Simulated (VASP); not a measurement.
Wanted: the native input for a VASP 6.6.1 run.

* Task: single point
* Functional: PBEsol
* Potentials or basis: VASP PAW PBE potentials, release 64 (Ga_d, As)
* Cutoff: 520 eV
* k mesh: 9 × 6 × 1
* Occupations: gaussian, width 0.05 eV
* Spin: no spin polarisation
* Dipole correction: yes
* Further INCAR settings: ALGO = Normal; EDIFF = 1e-06; NBANDS = 66

The structure of GaAs lies in POSCAR:

```
GaAs
1.0
    4.0010046537      0.0000000000      0.0000000000
    0.0000000000      5.6582750444      0.0000000000
    0.0000000000      0.0000000000     25.0025116343
Ga As
6 6
Direct
    0.5000000000      0.4434666773      0.3185628982
    0.0000000000      0.0208811160      0.3759015945
    0.5000000000      0.5160054221      0.4617068176
    0.0000000000      0.0160088307      0.5382938362
    0.5000000000      0.5208850848      0.6241009399
    0.0000000000     -0.0565208204      0.6814375739
    0.0000000000      0.2358121223      0.2899931841
    0.5000000000      0.7696825319      0.3812536223
    0.0000000000      0.2641322260      0.4582279123
    0.5000000000      0.7641315804      0.5417708599
    0.0000000000      0.2696910625      0.6187432628
    0.5000000000      0.7358241664      0.7100074983
```

The input as run:

INCAR

```
SYSTEM = GaAs
PREC = Accurate
ENCUT = 520
EDIFF = 1E-6
ISMEAR = 0
SIGMA = 0.05
LREAL = .FALSE.
LASPH = .TRUE.
NELM = 100
ALGO = Normal
ISIF = 2
LWAVE = .FALSE.
LCHARG = .FALSE.
LDIPOL = .TRUE.
IDIPOL = 3
DIPOL = 0.5 0.5 0.500
GGA = PS
NBANDS = 66
```

KPOINTS

```
Automatic mesh
0
G
  9 6 1
  0 0 0
```

Potentials or basis: VASP PAW PBE potentials, release 64 (Ga_d, As).

Launch:

```console
$ cat potpaw_PBE.64/Ga_d/POTCAR potpaw_PBE.64/As/POTCAR > POTCAR
$ mpirun -np 1 vasp_std > vasp.out
```

It gave:

The largest force is 0.032 eV/Å. The band gap on the k mesh is 0.80 eV (least direct gap 1.02 eV).

Caveat: the PAW data sets were made with another functional, which shifts forces and pressure a little.

It took 31 min on 1 thread of Oxide Virtual Turin-like Processor, with other jobs on the host, peak memory 0.83 GiB.
